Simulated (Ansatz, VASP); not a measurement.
# ZrF in VASP and in Ansatz

```xyz
2
Lattice="3.2931 0.0000 0.0000 0.0000 3.2931 0.0000 0.0000 0.0000 3.2931" Properties=species:S:1:pos:R:3 pbc="T T T"
Zr    0.0000    0.0000    0.0000
F     1.6466    1.6466    1.6466
```

Change from the starting cell: species swapped into the YbZn type (Pm-3m, No. 221).

Alike in both runs: task single point; functional PBE; k mesh 6 × 6 × 6; occupations gaussian, width 0.1 eV; no spin polarisation.

|  | VASP | Ansatz |
| --- | --- | --- |
| version | VASP 6.6.1 | Ansatz 0.2.0 |
| potentials or method | VASP PAW PBE potentials, release 64 (Zr_sv, F), cutoff 520 eV | scalar-relativistic, plane waves, PAW |
| valence electrons in the cell | 19 | 19 |

Ansatz gave:

| Quantity | Value |
| --- | --- |
| gap on the k mesh at the Fermi level (eV) | none |
| pressure (GPa) | -10.2 |

Question: Estimate VASP's values.

Answer: gap on the k mesh at the Fermi level (eV): none; pressure (GPa): -10.3.

A gap of «none» marks a metal or a gap that the smearing closes. The functional is the same, so the differences come from potentials, cutoffs and numerics.
